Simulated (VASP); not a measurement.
Crystal: Zn.

```
Zn
1.0
     2.67000    0.00000    0.00000
    -1.33500    2.31229    0.00000
     0.00000    0.00000    4.96600
Zn
2
Direct
  0.33333 0.66667 0.25000
  0.66667 0.33333 0.75000
```

```yaml
Program: VASP 6.6.1
Task: relaxation of volume and atoms at fixed shape
Functional: PBEsol
Potentials_or_basis: VASP PAW PBE potentials, release 64 (Zn)
Cutoff: 600 eV
k_mesh: 7 × 7 × 4
Occupations: fermi-dirac, width 0.05 eV
Spin: no spin polarisation
```

At the start: pressure -5.8 GPa; volume 15.33 Å³/atom.

Problem. How do energy, volume and symmetry change on relaxing?

Solution. Over 3 steps the energy falls by 21.3 meV/atom and the volume is 14.23 Å³/atom (-7.2 %); space group P6_3/mmc (No. 194, to 0.05 Å).

Step by step:
```
step  energy change (eV)  largest force (eV/Å)  pressure (GPa)  volume (Å³)
   1              0.0000                0.0000           -5.78        30.66
   2             -0.0423                0.0000            0.66        28.27
   3             -0.0427                0.0000            0.02        28.46
```

Final structure:
```xyz
2
Lattice="2.6047 0.0000 0.0000 -1.3023 2.2557 0.0000 0.0000 0.0000 4.8445" Properties=species:S:1:pos:R:3 pbc="T T T"
Zn    0.0000    1.5038    1.2111
Zn    1.3023    0.7519    3.6334
```

Caveat: the k points lie up to 0.40 Å⁻¹ apart in the final cell; the PAW data sets were made with another functional, which shifts forces and pressure a little.
